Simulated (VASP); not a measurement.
# PbSe (Pm-3m) in VASP: further runs, part 2 of 2

VASP 6.6.1. The steps go on from the part before.

## (4) Single point, LDA

This run uses another cell than the first one, of 26.56 Å³/atom, 1.043 times its volume.

File INCAR:

```
PREC = Accurate
ENCUT = 520
EDIFF = 1E-6
ISMEAR = -1
SIGMA = 0.05
LREAL = False
LASPH = True
NELM = 100
ALGO = Normal
ISIF = 2
LWAVE = False
LCHARG = False
NBANDS = 17
```

File KPOINTS:

```
Automatic mesh
0
Gamma
  7 7 7
```

File POSCAR:

```
PbSe
1.0
    3.7589231005      0.0000000000      0.0000000000
    0.0000000000      3.7589231005      0.0000000000
    0.0000000000      0.0000000000      3.7589231005
Pb Se
1 1
Direct
    0.0000000000      0.0000000000      0.0000000000
    0.5000000000      0.5000000000      0.5000000000
```

Potentials or basis: VASP PAW LDA potentials, release 64 (Pb_d, Se).

Run with:

```console
$ cat potpaw_LDA.64/Pb_d/POTCAR potpaw_LDA.64/Se/POTCAR > POTCAR
$ mpirun -np 1 vasp_std > vasp.out
```

It took 16 s on 1 thread of Intel Xeon Platinum 8259CL at 2.50GHz (Skylake/Cascade Lake), shared host; peak memory 0.15 GiB.

The run converged. Its results:

```yaml
Free_energy: -9.0083 eV
Pressure: -3.9 GPa
Band_gap_on_the_k_mesh: zero (band 10 reaches 5.39 eV, above the bottom of band 11 at 5.14 eV)
```

Levels at points of the mesh, in eV from the Fermi level:
```tsv
k point	band 7	band 8	band 9	band 10	band 11	band 12	band 13	band 14
(0.00, 0.00, 0.00)	-7.05	-1.52	-1.52	-1.52	5.11	5.11	6.13	6.13
```

Caveat: spin-orbit coupling is left out, which moves the levels of the heavy elements.

## (5) Single point, PBEsol

This run uses another cell than the first one, of 26.56 Å³/atom, 1.043 times its volume.

Changes to INCAR since step 4:

```diff
@@ -11,3 +11,6 @@
 LWAVE = False
-LCHARG = False
+LCHARG = True
+GGA = PS
+LELF = True
+LVHAR = True
 NBANDS = 17
```

KPOINTS is that of step 4.

POSCAR is that of step 4.

Potentials or basis: VASP PAW PBE potentials, release 64 (Pb_d, Se).

Run with:

```console
$ cat potpaw_PBE.64/Pb_d/POTCAR potpaw_PBE.64/Se/POTCAR > POTCAR
$ mpirun -np 1 vasp_std > vasp.out
```

Wall time 15 s (1 thread of Intel Xeon Platinum 8259CL at 2.50GHz (Skylake/Cascade Lake), shared host); peak memory 0.16 GiB.

It converged, with:

* Free energy: -8.4953 eV
* Pressure: -2.3 GPa
* Band gap on the k mesh: zero (band 10 reaches 5.39 eV, above the bottom of band 11 at 5.15 eV)

Levels at points of the mesh, in eV from the Fermi level:
| k point | band 8 | band 9 | band 10 | band 11 | band 12 | band 13 |
| --- | --- | --- | --- | --- | --- | --- |
| (0.00, 0.00, 0.00) | -1.52 | -1.52 | -1.52 | 5.06 | 5.06 | 6.21 |

Caveat: the PAW data sets were made with another functional, which shifts forces and pressure a little; spin-orbit coupling is left out, which moves the levels of the heavy elements.

## (6) Single point, PBEsol

This run uses another cell than the first one, of 27.10 Å³/atom, 1.064 times its volume.

File INCAR:

```
ALGO     = Normal         # electronic algorithm
EDIFF    = 1E-6           # SCF threshold, eV
ENCUT    = 520            # plane-wave cutoff, eV
GGA      = PS             # functional
ISIF     = 2              # what is computed and relaxed
ISMEAR   = -1             # smearing method
LASPH    = True           # aspherical terms in the spheres
LCHARG   = False          # write CHGCAR
LREAL    = False          # projectors in reciprocal space
LWAVE    = False          # write WAVECAR
NBANDS   = 17             # bands
NELM     = 60             # most SCF steps
PREC     = Accurate       # precision mode
SIGMA    = 0.05           # smearing width, eV
```

File KPOINTS:

```
k-points
0
Gamma
  7 7 7
```

File POSCAR:

```
PbSe
1.0
    3.7843220000      0.0000000000      0.0000000000
    0.0000000000      3.7843220000      0.0000000000
    0.0000000000      0.0000000000      3.7843220000
Pb Se
1 1
Direct
    0.0000000000      0.0000000000      0.0000000000
    0.5000000000      0.5000000000      0.5000000000
```

Potentials or basis: VASP PAW PBE potentials, release 64 (Pb_d, Se).

Run with:

```console
$ cat potpaw_PBE.64/Pb_d/POTCAR potpaw_PBE.64/Se/POTCAR > POTCAR
$ mpirun -np 1 vasp_std > vasp.out
```

OUTCAR:

```text
EDIFF = 1E-6
   ENCUT = 520
   GGA = PS
   ISIF = 2
   ISMEAR = -1
   LASPH = True
   LREAL = False
   NELM = 60
   PREC = Accurate

 ion  position               nearest neighbor table
   1  0.000  0.000  0.000-   2 3.28   2 3.28   2 3.28   2 3.28   2 3.28   2 3.28   2 3.28   2 3.28

   2  0.500  0.500  0.500-   1 3.28   1 3.28   1 3.28   1 3.28   1 3.28   1 3.28   1 3.28   1 3.28

  LATTYP: Found a simple cubic cell.
 ALAT       =     3.7843220000

[... 580 lines left out ...]

------------------------ aborting loop because EDIFF is reached ----------------------------------------

  FORCE on cell =-STRESS in cart. coord.  units (eV):
  Direction    XX          YY          ZZ          XY          YZ          ZX
  --------------------------------------------------------------------------------------
  -------------------------------------------------------------------------------------
  Total       -1.1012249     -1.1012249     -1.1012249      0.0000000      0.0000000     -0.0000000
  in kB      -32.5553501    -32.5553501    -32.5553501      0.0000000      0.0000000     -0.0000000
  external PRESSURE =     -32.5553501 kB  Pullay stress =       0.0000000 kB

 VOLUME and BASIS-vectors are now :
 -----------------------------------------------------------------------------
  energy-cutoff  :      520.00
  volume of cell :       54.20
      direct lattice vectors                 reciprocal lattice vectors
     3.784322000  0.000000000  0.000000000     0.264248127  0.000000000  0.000000000
     0.000000000  3.784322000  0.000000000     0.000000000  0.264248127  0.000000000
     0.000000000  0.000000000  3.784322000     0.000000000  0.000000000  0.264248127

 POSITION                                       TOTAL-FORCE (eV/Angst)
 -----------------------------------------------------------------------------------
      0.00000      0.00000      0.00000         0.000000      0.000000      0.000000
      1.89216      1.89216      1.89216         0.000000      0.000000      0.000000
 -----------------------------------------------------------------------------------
    total drift:                               -0.000000      0.000000     -0.000000

  FREE ENERGIE OF THE ION-ELECTRON SYSTEM (eV)
  ---------------------------------------------------
  free  energy   TOTEN  =        -8.4766021724 eV

  energy  without entropy=       -8.4663806006  energy(sigma->0) =       -8.47149139
```

OSZICAR:

```text
N       E                     dE             d eps       ncg     rms          rms(c)
DAV:   1     0.155894390789E+03    0.15589E+03   -0.94900E+03   680   0.120E+03
DAV:   2     0.260772817211E+01   -0.15329E+03   -0.14799E+03   706   0.311E+02
DAV:   3    -0.864964947019E+01   -0.11257E+02   -0.10966E+02   920   0.885E+01
DAV:   4    -0.887550898618E+01   -0.22586E+00   -0.22574E+00   790   0.139E+01
DAV:   5    -0.888333660672E+01   -0.78276E-02   -0.78272E-02   997   0.256E+00    0.276E+00
DAV:   6    -0.848401657650E+01    0.39932E+00   -0.99782E-01  1029   0.701E+00    0.144E+00
DAV:   7    -0.847960639274E+01    0.44102E-02   -0.73598E-02   773   0.136E+00    0.822E-01
DAV:   8    -0.847683175197E+01    0.27746E-02   -0.96265E-03   791   0.903E-01    0.141E-01
DAV:   9    -0.847658394971E+01    0.24780E-03   -0.15066E-03   930   0.284E-01    0.504E-02
DAV:  10    -0.847660378446E+01   -0.19835E-04   -0.11113E-04   781   0.759E-02    0.193E-02
DAV:  11    -0.847660235169E+01    0.14328E-05   -0.82830E-06   912   0.220E-02    0.254E-03
DAV:  12    -0.847660217236E+01    0.17933E-06   -0.30608E-07   434   0.520E-03
   1 F= -.84766022E+01 E0= -.84714914E+01  d E =-.102216E-01
```

Run time: 16 s. Hardware: 1 thread of Intel Xeon Platinum 8259CL at 2.50GHz (Skylake/Cascade Lake), shared host; peak memory 0.16 GiB.

Results:

* Free energy: -8.4766 eV
* Pressure: -3.3 GPa
* Band gap on the k mesh: zero (band 10 reaches 5.15 eV, above the bottom of band 11 at 4.98 eV)

Caveat: the PAW data sets were made with another functional, which shifts forces and pressure a little; spin-orbit coupling is left out, which moves the levels of the heavy elements.

## (7) Summary

```tsv
level	potentials or basis	cell	gap on the mesh (eV)	pressure (GPa)
PBEsol	VASP PAW PBE potentials, release 64 (Pb_d, Se)	a = 3.707 Å, 2 atoms	none	-0.2
PBEsol	VASP PAW PBE potentials, release 64 (Pb_d, Se)	a = 3.733 Å, 2 atoms	none	-1.3
LDA	VASP PAW LDA potentials, release 64 (Pb_d, Se)	a = 3.759 Å, 2 atoms	none	-3.9
PBEsol	VASP PAW PBE potentials, release 64 (Pb_d, Se)	a = 3.759 Å, 2 atoms	none	-2.3
PBEsol	VASP PAW PBE potentials, release 64 (Pb_d, Se)	a = 3.784 Å, 2 atoms	none	-3.3
```

Alike in all rows: task single point; no spin polarisation; k mesh 7 × 7 × 7; cutoff (eV) 520; smearing fermi-dirac 0.05 eV.

Caveats: spin-orbit coupling is left out, which moves the levels of the heavy elements; the PAW data sets were made with another functional, which shifts forces and pressure a little (some runs).

Absolute energies hang on the potentials; compare differences alone.
